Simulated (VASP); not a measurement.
HfN:

```xyz
2
Lattice="2.8250 0.0000 0.0000 0.0000 2.8250 0.0000 0.0000 0.0000 2.8250" Properties=species:S:1:pos:R:3 pbc="T T T"
Hf    1.4125    1.4125    1.4125
N     0.0000    0.0000    0.0000
```

* Program: VASP 6.6.1
* Task: relaxation of cell and atoms
* Functional: r2SCAN
* Dispersion: rVV10
* Potentials or basis: VASP PAW PBE potentials, release 64 (Hf_pv, N)
* Cutoff: 600 eV
* k mesh: 9 × 9 × 9
* Occupations: fermi-dirac, width 0.05 eV
* Spin: no spin polarisation

At the start: pressure -9.2 GPa; volume 11.27 Å³/atom.

Task: How do energy, volume and symmetry change on relaxing?

Result: Over 4 steps the energy falls by 12.4 meV/atom and the volume is 10.86 Å³/atom (-3.7 %); space group Pm-3m (No. 221, to 0.1 Å) before and after.

Step by step:
| step | energy change (eV) | largest force (eV/Å) | pressure (GPa) | volume (Å³) |
| --- | --- | --- | --- | --- |
| 1 | 0.0000 | 0.0000 | -9.24 | 22.55 |
| 2 | 0.0382 | 0.0000 | 17.28 | 20.49 |
| 3 | -0.0247 | 0.0000 | -0.24 | 21.73 |
| 4 | -0.0247 | 0.0000 | -0.02 | 21.71 |

Final structure:
```
CELL_PARAMETERS angstrom
2.78969 0.00000 0.00000
0.00000 2.78969 0.00000
0.00000 0.00000 2.78969
ATOMIC_POSITIONS crystal
Hf 0.50000 0.50000 0.50000
N 0.00000 0.00000 0.00000
```

Caveat: the PAW data sets were made with another functional, which shifts forces and pressure a little.
